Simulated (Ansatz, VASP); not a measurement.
**Two plane-wave programs on KSi3**

The input INCAR:

```
PREC = Accurate ; ENCUT = 600
EDIFF = 1E-6 ; ISMEAR = 0
SIGMA = 0.1 ; LREAL = F
LASPH = T ; NELM = 80
ALGO = Normal ; ISIF = 3
LWAVE = F ; LCHARG = F
GGA = PE ; IBRION = 2
NSW = 100 ; EDIFFG = -0.01
```

Contents of KPOINTS:

```
regular mesh
0
Gamma
  12 12 12
```

File POSCAR:

```
KSi3
1.0
    0.0000000000      3.4557440300      3.4557440300
    3.4557440300      0.0000000000      3.4557440300
    3.4557440300      3.4557440300      0.0000000000
K Si
1 3
Direct
    0.0000000000      0.0000000000      0.0000000000
    0.2500000000      0.2500000000      0.2500000000
    0.7500000000      0.7500000000      0.7500000000
    0.5000000000      0.5000000000      0.5000000000
```

Input for Ansatz:

```yaml
crystal:
  lattice:
    - [0.0, 3.45574403, 3.45574403]
    - [3.45574403, 0.0, 3.45574403]
    - [3.45574403, 3.45574403, 0.0]
  atoms:
    - { symbol: K, position: [0.0, 0.0, 0.0] }
    - { symbol: Si, position: [0.25, 0.25, 0.25] }
    - { symbol: Si, position: [0.75, 0.75, 0.75] }
    - { symbol: Si, position: [0.5, 0.5, 0.5] }
basis:
  ecutwfc: 420
kpoints:
  mp_grid: { grid: [12, 12, 12] }
hamiltonian:
  xc: pbe
scf:
  occupations: { method: gaussian, width: 0.1 }
output:
  forces: true
  stress: true
  eigenvalues: true
  write_density: true
  write_potential: true
  elf: true
  volumetric_format: npy
relax:
  adjacent_minimum: "off"
  f_tol: 0.01
  max_steps: 80
  cell: { stress_tol: 0.05 }
```

Change from the starting cell: species swapped into the GaHg3 type (Fm-3m, No. 225).

Alike in both runs: task relaxation of cell and atoms; functional PBE; k mesh 12 × 12 × 12; occupations gaussian, width 0.1 eV; no spin polarisation.

|  | VASP | Ansatz |
| --- | --- | --- |
| version | VASP 6.6.1 | Ansatz 0.2.0 |
| potentials or method | VASP PAW PBE potentials, release 64 (K_sv, Si), cutoff 600 eV | scalar-relativistic, plane waves, PAW |
| valence electrons in the cell | 21 | 21 |

VASP gave:

| Property | Result |
| --- | --- |
| gap on the k mesh at the Fermi level, each at its own relaxed structure (eV) | none |
| relaxed volume (Å³/atom) | 20.29 |
| relaxed cell length with the largest relative difference (Å) | 4.860 |

**Question.** Estimate Ansatz's values.

**Answer.** gap on the k mesh at the Fermi level, each at its own relaxed structure (eV): none; relaxed volume (Å³/atom): 20.22; relaxed cell length with the largest relative difference (Å): 4.854.

A gap of «none» marks a metal or a gap that the smearing closes.
